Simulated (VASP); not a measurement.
A run of VASP 6.6.1:

File INCAR:

```
PREC = Accurate ; ENCUT = 600
EDIFF = 1E-6 ; ISMEAR = -1
SIGMA = 0.02 ; LREAL = False
LASPH = True ; NELM = 60
ALGO = Normal ; ISIF = 3
LWAVE = False ; LCHARG = False
GGA = PE ; IBRION = 2
NSW = 80 ; EDIFFG = -0.005
```

The input KPOINTS:

```
regular mesh
0
Gamma
  8 8 8
```

The input POSCAR:

```
KF
1.0
    0.0000000000      2.4776920000      2.4776920000
    2.4776920000      0.0000000000      2.4776920000
    2.4776920000      2.4776920000      0.0000000000
K F
1 1
Direct
    0.0000000000      0.0000000000      0.0000000000
    0.5000000000      0.5000000000      0.5000000000
```

Potentials or basis: VASP PAW PBE potentials, release 64 (K_sv, F).

Launch:

```console
$ cat potpaw_PBE.64/K_sv/POTCAR potpaw_PBE.64/F/POTCAR > POTCAR
$ mpirun -np 1 vasp_std > vasp.out
```

Hardware: 1 thread of Intel(R) Xeon(R) 6975P-C (Granite Rapids) (shared host).

Question: Estimate the wall time of this run.

Answer: It took 43 s on 1 thread of Intel(R) Xeon(R) 6975P-C (Granite Rapids), on a shared host, peak memory 0.16 GiB. Counts: scf iterations 86, k points 29, ion steps 21.
